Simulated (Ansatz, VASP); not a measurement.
## One calculation of TiC, two programs

```
Ti C
1.0
     0.00000    2.13034    2.13034
     2.13034    0.00000    2.13034
     2.13034    2.13034    0.00000
Ti C
1 1
Direct
  0.00000 0.00000 0.00000
  0.50000 0.50000 0.50000
```

Alike in both runs: functional LDA; k mesh 14 × 14 × 14; occupations gaussian, width 0.1 eV; no spin polarisation.

Ansatz relaxed the structure, and its values are those at the end. VASP's run is a single point on that final structure, the one shown.

|  | VASP | Ansatz |
| --- | --- | --- |
| version | VASP 6.6.1 | Ansatz 0.2.0 |
| potentials or method | VASP PAW LDA potentials, release 64 (Ti_sv, C), cutoff 520 eV | scalar-relativistic, plane waves, PAW |
| valence electrons in the cell | 16 | 16 |

```csv
,VASP,Ansatz,Ansatz less VASP
gap on the k mesh at the Fermi level (eV),none,none,-
pressure (GPa),0.7,0.0,-0.71
```

Ansatz warns that its potentials were made for another functional, while VASP's fit it. LDA's correlation is that of Perdew and Zunger in VASP and of Perdew and Wang (1992) in Ansatz. A gap of «none» marks a metal or a gap that the smearing closes.
